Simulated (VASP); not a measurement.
# CaF (P4/mmm) in VASP: single point with PBE

Aim: the single point of CaF with PBE.

All numbers are computed with VASP 6.6.1; they aren't measurements. Logs are shortened: lines on timing, memory, paths and dates and some standing lists are left out, and cuts for length are marked.

## (1) The cell of the first run

The structure is tetragonal, space group P4/mmm (No. 123). The conventional cell has a = 5.335 Å, b = 5.335 Å, c = 7.595 Å, α = 90.00°, β = 90.00°, γ = 90.00°. Ca (site symmetry 4/mmm) has 2 F at 2.02 Å within 2.7 Å. Within 5.0 Å of Ca (site symmetry 4/mmm) lie 4 Ca at 3.77 Å and 8 F at 4.28 Å. Within 2.7 Å of F (site symmetry 4mm) lie 1 Ca at 2.02 Å.

The cell was generated, and may not be a known phase.

## (2) Single point, PBE

Contents of INCAR:

```
PREC = Accurate
ENCUT = 1350
EDIFF = 1E-6
ISMEAR = 0
SIGMA = 0.1
LREAL = False
LASPH = True
NELM = 120
ALGO = Normal
ISIF = 2
LWAVE = False
LCHARG = True
GGA = PE
LELF = True
LVHAR = True
NBANDS = 25
GGA_COMPAT = False
```

Contents of KPOINTS:

```
regular mesh
0
Gamma
  4 4 4
```

Contents of POSCAR:

```
CaF
1.0
    5.3349024848      0.0000000000      0.0000000000
    0.0000000000      5.3349024848      0.0000000000
    0.0000000000      0.0000000000      7.5951403569
Ca F
2 2
Direct
    0.5000000000      0.5000000000      0.0000000000
    0.0000000000      0.0000000000      0.0000000000
    0.5000000000      0.5000000000      0.7336751732
    0.5000000000      0.5000000000      0.2663248268
```

Potentials or basis: VASP PAW PBE potentials, release 64 (Ca_sv, F_h).

Run with:

```console
cat potpaw_PBE.64/Ca_sv/POTCAR potpaw_PBE.64/F_h/POTCAR > POTCAR
mpirun -np 1 vasp_std > vasp.out
```

OUTCAR:

```text
PREC = Accurate
   ENCUT = 1350
   EDIFF = 1E-6
   ISMEAR = 0
   LREAL = False
   LASPH = True
   NELM = 120
   ISIF = 2
   GGA = PE

 ion  position               nearest neighbor table
   1  0.500  0.500  0.000-   3 2.02   4 2.02
   2  0.000  0.000  0.000-
   3  0.500  0.500  0.734-   1 2.02
   4  0.500  0.500  0.266-   1 2.02

  LATTYP: Found a simple tetragonal cell.
 ALAT       =     5.3349024848
 C/A-ratio  =     1.4236699506

  Lattice vectors:

 A1 = (   5.3349024848,   0.0000000000,   0.0000000000)
 A2 = (   0.0000000000,   5.3349024848,   0.0000000000)
 A3 = (   0.0000000000,   0.0000000000,   7.5951403569)

Analysis of symmetry for initial positions (statically):
=====================================================================
 Subroutine PRICEL returns:
 Original cell was already a primitive cell.

 Routine SETGRP: Setting up the symmetry group for a
 simple tetragonal supercell.

 Subroutine GETGRP returns: Found 16 space group operations
 (whereof 16 operations were pure point group operations)
 out of a pool of 16 trial point group operations.

The static configuration has the point symmetry D_4h.

Analysis of symmetry for dynamics (positions and initial velocities):
=====================================================================
 Subroutine PRICEL returns:
 Original cell was already a primitive cell.

 Routine SETGRP: Setting up the symmetry group for a
 simple tetragonal supercell.

 Subroutine GETGRP returns: Found 16 space group operations
 (whereof 16 operations were pure point group operations)
 out of a pool of 16 trial point group operations.

The dynamic configuration has the point symmetry D_4h.

 Subroutine INISYM returns: Found 16 space group operations
 (whereof 16 operations are pure point group operations),
 and found     1 'primitive' translations

----------------------------------------------------------------------------------------

                                     Primitive cell

  volume of cell :     216.1667

  direct lattice vectors                    reciprocal lattice vectors
     5.334902485  0.000000000  0.000000000     0.187444851  0.000000000  0.000000000
     0.000000000  5.334902485  0.000000000     0.000000000  0.187444851  0.000000000
     0.000000000  0.000000000  7.595140357     0.000000000  0.000000000  0.131663136

  length of vectors
     5.334902485  5.334902485  7.595140357     0.187444851  0.187444851  0.131663136

  position of ions in fractional coordinates (direct lattice)
     0.500000000  0.500000000  0.000000000
     0.000000000  0.000000000  0.000000000
     0.500000000  0.500000000  0.733675173
     0.500000000  0.500000000  0.266324827

  ion indices of the primitive-cell ions
   primitive index   ion index
                 1           1
                 2           2
                 3           3
                 4           4

----------------------------------------------------------------------------------------

 KPOINTS: regular mesh

Automatic generation of k-mesh.
 Grid dimensions read from file:
 generate k-points for:    4    4    4

 Generating k-lattice:

  Cartesian coordinates                     Fractional coordinates (reciprocal lattice)
     0.046861213  0.000000000  0.000000000     0.250000000  0.000000000  0.000000000
     0.000000000  0.046861213  0.000000000     0.000000000  0.250000000  0.000000000
     0.000000000  0.000000000  0.032915784     0.000000000  0.000000000  0.250000000

  Length of vectors
     0.046861213  0.046861213  0.032915784

  Shift w.r.t. Gamma in fractional coordinates (k-lattice)
     0.000000000  0.000000000  0.000000000

 Subroutine IBZKPT returns following result:
 ===========================================

 Found     18 irreducible k-points:

 Following reciprocal coordinates:
            Coordinates               Weight
  0.000000  0.000000  0.000000      1.000000
  0.250000  0.000000  0.000000      4.000000
  0.500000  0.000000  0.000000      2.000000
  0.250000  0.250000  0.000000      4.000000
  0.500000  0.250000  0.000000      4.000000
  0.500000  0.500000  0.000000      1.000000
[... 10 lines left out ...]
  0.500000  0.250000  0.500000      4.000000
  0.500000  0.500000  0.500000      1.000000
   k-points           NKPTS =     18   k-points in BZ     NKDIM =     18   number of bands    NBANDS=     25
   number of dos      NEDOS =    301   number of ions     NIONS =      4
   total plane-waves  NPLWV = 393216
   dimension x,y,z NGX =    64 NGY =   64 NGZ =   96
   dimension x,y,z NGXF=   128 NGYF=  128 NGZF=  192
   ions per type =               2   2
   NGX,Y,Z   is equivalent  to a cutoff of  19.94, 19.94, 21.01 a.u.
   NGXF,Y,Z  is equivalent  to a cutoff of  39.89, 39.89, 42.03 a.u.
 SYSTEM =  unknown system
   PREC   = accura    normal or accurate (medium, high low for compatibility)
   ISTART =      0    job   : 0-new  1-cont  2-samecut
   ICHARG =      2    charge: 1-file 2-atom 10-const
   ISPIN  =      1    spin polarized calculation?
   LNONCOLLINEAR =      F non collinear calculations
   LSORBIT =      F    spin-orbit coupling
   LASPH  =      T    aspherical Exc in radial PAW
   ENCUT  = 1350.0 eV  99.22 Ry    9.96 a.u.  15.98 15.98 22.75*2*pi/ulx,y,z
   NELM   =    120;   NELMIN=  2; NELMDL= -5     # of ELM steps
   EDIFF  = 0.1E-05   stopping-criterion for ELM
   LREAL  =      F    real-space projection
   EDIFFG = 0.1E-04   stopping-criterion for IOM
   NSW    =      0    number of steps for IOM
   IBRION =     -1    ionic relax: 0-MD 1-quasi-New 2-CG
   NFREE  =      0    steps in history (QN), initial steepest desc. (CG)
   ISIF   =      2    stress and relaxation
   ISYM   =      2    0-nonsym 1-usesym 2-fastsym
   POTIM  = 0.5000    time-step for ionic-motion
   TEBEG  =    0.0;   TEEND  =   0.0 temperature during run
   PSTRESS=    0.0 pullay stress
   NELECT =      34.0000    total number of electrons
   NUPDOWN=      -1.0000    fix difference up-down
   EMIN   =  10.00;   EMAX   =-10.00  energy-range for DOS
   EFERMI =   0.00;   METHOD = LEGACY
   ISMEAR =     0;   SIGMA  =   0.10  broadening in eV -4-tet -1-fermi 0-gaus
   EFERMI_NEDOS =   21; number of points for ismear=-14 and -15
   IALGO  =     38    algorithm
   IMIX   =      4    mixing-type and parameters
     AMIX     =   0.40;   BMIX     =  1.00
     AMIX_MAG =   1.60;   BMIX_MAG =  1.00
  volume/ion in A,a.u.               =      54.04       364.69
  Fermi-wavevector in a.u.,A,eV,Ry     =   0.883700  1.669951 10.625140  0.780926
  Thomas-Fermi vector in A             =   2.004501
   LORBIT       =      0    0 simple, 1 ext, 2 COOP (PROOUT), +10 PAW based schemes
   GGA     = PE    functional components
   LHFCALC =     F    Hartree Fock is set to
   AEXX    =    0.0000 exact exchange contribution
   IVDW    =     0    specifies the selected vdW correction
   LEPSILON=     F    determine dielectric tensor
   LRPA    =     F    only Hartree local field effects (RPA)
 non-spin polarized calculation
 Gauss-broadening in eV      SIGMA  =   0.10
  energy-cutoff  :     1350.00
  volume of cell :      216.17
 maximum number of plane-waves:     24420
 NGX is ok and might be reduce to    64
   NGX = 31   NGY = 31   NGZ = 45

 number of electron      34.0000001 magnetization

 Free energy of the ion-electron system (eV)
  ---------------------------------------------------
  ext. energy  EPLUGINS =         0.00000000
  ---------------------------------------------------
  free energy    TOTEN  =       -13.91783965 eV

  energy without entropy =      -13.91018020  energy(sigma->0) =      -13.91400993

 E-fermi :  -1.7803     XC(G=0):  -4.9913

 val. band max:       -1.7881527953   @ k =   0.5000   0.0000   0.0000
 cond. band min:      -1.7783164596   @ k =   0.5000   0.0000   0.2500
 fundamental gap:      0.0098363358
 Fermi energy:        -1.7803392436

 k-point     1 :       0.0000    0.0000    0.0000
  band No.  band energies     occupation
      1     -45.5845      2.00000
      2     -41.8613      2.00000
      3     -26.5276      2.00000
      4     -26.5143      2.00000
      5     -26.5143      2.00000
      6     -24.4235      2.00000
[... 17 lines left out ...]
     24       1.8993      0.00000
     25       1.8997      0.00000

 k-point     2 :       0.2500    0.0000    0.0000
  band No.  band energies     occupation
      1     -45.5845      2.00000
      2     -41.8613      2.00000
      3     -26.5276      2.00000
      4     -26.5148      2.00000
      5     -26.5140      2.00000
      6     -24.4234      2.00000
[... 17 lines left out ...]
     24       1.2370      0.00000
     25       1.2716      0.00000

 k-point     3 :       0.5000    0.0000    0.0000
  band No.  band energies     occupation
      1     -45.5845      2.00000
      2     -41.8613      2.00000
      3     -26.5275      2.00000
      4     -26.5153      2.00000
      5     -26.5138      2.00000
      6     -24.4233      2.00000
[... 17 lines left out ...]
     24       0.8015      0.00000
     25       1.6190      0.00000

 k-point     4 :       0.2500    0.2500    0.0000
  band No.  band energies     occupation
      1     -45.5845      2.00000
      2     -41.8612      2.00000
      3     -26.5275      2.00000
      4     -26.5151      2.00000
      5     -26.5145      2.00000
      6     -24.4233      2.00000
[... 17 lines left out ...]
     24       0.7405      0.00000
     25       1.5953      0.00000
[... 309 lines left out ...]
 k-point    16 :       0.2500    0.2500    0.5000
  band No.  band energies     occupation
      1     -45.5845      2.00000
      2     -41.8612      2.00000
      3     -26.5275      2.00000
      4     -26.5151      2.00000
      5     -26.5145      2.00000
      6     -24.4272      2.00000
[... 17 lines left out ...]
     24       0.7495      0.00000
     25       1.2101      0.00000

 k-point    17 :       0.5000    0.2500    0.5000
  band No.  band energies     occupation
      1     -45.5845      2.00000
      2     -41.8612      2.00000
      3     -26.5275      2.00000
      4     -26.5155      2.00000
      5     -26.5148      2.00000
      6     -24.4271      2.00000
[... 17 lines left out ...]
     24       0.4663      0.00000
     25       1.6149      0.00000

 k-point    18 :       0.5000    0.5000    0.5000
  band No.  band energies     occupation
      1     -45.5845      2.00000
      2     -41.8612      2.00000
      3     -26.5274      2.00000
      4     -26.5158      2.00000
      5     -26.5158      2.00000
      6     -24.4269      2.00000
[... 17 lines left out ...]
     24      -0.1440      0.00000
     25       1.9949      0.00000

------------------------ aborting loop because EDIFF is reached ----------------------------------------

  FORCE on cell =-STRESS in cart. coord.  units (eV):
  Direction    XX          YY          ZZ          XY          YZ          ZX
  --------------------------------------------------------------------------------------
  -------------------------------------------------------------------------------------
  Total        0.2726846      0.2726846      0.9099582      0.0000000     -0.0000000      0.0000000
  in kB        2.0210747      2.0210747      6.7443986      0.0000000     -0.0000000      0.0000000
  external PRESSURE =       3.5955160 kB  Pullay stress =       0.0000000 kB

 VOLUME and BASIS-vectors are now :
 -----------------------------------------------------------------------------
  energy-cutoff  :     1350.00
  volume of cell :      216.17
      direct lattice vectors                 reciprocal lattice vectors
     5.334902485  0.000000000  0.000000000     0.187444851  0.000000000  0.000000000
     0.000000000  5.334902485  0.000000000     0.000000000  0.187444851  0.000000000
     0.000000000  0.000000000  7.595140357     0.000000000  0.000000000  0.131663136

 POSITION                                       TOTAL-FORCE (eV/Angst)
 -----------------------------------------------------------------------------------
      2.66745      2.66745      0.00000         0.000000     -0.000000      0.000000
      0.00000      0.00000      0.00000         0.000000     -0.000000      0.000000
      2.66745      2.66745      5.57237         0.000000      0.000000     -0.122543
      2.66745      2.66745      2.02277         0.000000     -0.000000      0.122543
 -----------------------------------------------------------------------------------
    total drift:                                0.000000     -0.000000      0.000000

  FREE ENERGIE OF THE ION-ELECTRON SYSTEM (eV)
  ---------------------------------------------------
  free  energy   TOTEN  =       -13.9178396517 eV

  energy  without entropy=      -13.9101801992  energy(sigma->0) =      -13.91400993
```

Wall time 7.8 min (1 thread of Intel Xeon Platinum 8488C (Sapphire Rapids), shared host); peak memory 0.96 GiB.

Results:

| Quantity | Value |
| --- | --- |
| Free energy | -13.9178 eV |
| Pressure | 0.4 GPa |
| Largest force | 0.123 eV/Å |
| Band gap on the k mesh | zero (bands 17 and 18 overlap by 0.17 eV) |

Forces on the atoms (eV/Å):
```
Ca   0.000  0.000  0.000
Ca   0.000  0.000  0.000
F    0.000  0.000 -0.123
F    0.000  0.000  0.123
```

Levels at points of the mesh, in eV from the Fermi level:
```tsv
k point	band 15	band 16	band 17	band 18	band 19	band 20
(0.00, 0.00, 0.00)	-2.70	-2.13	-1.84	0.32	0.94	1.42
(0.50, 0.00, 0.00)	-2.70	-2.13	-0.49	-0.01	1.15	1.31
(0.50, 0.50, 0.00)	-2.78	-2.13	0.14	0.38	1.24	1.24
(0.00, 0.00, 0.50)	-2.67	-2.33	-1.81	0.33	0.94	1.51
(0.50, 0.00, 0.50)	-2.67	-2.33	-0.48	0.01	1.15	1.28
(0.50, 0.50, 0.50)	-2.74	-2.33	0.16	0.38	1.25	1.25
```
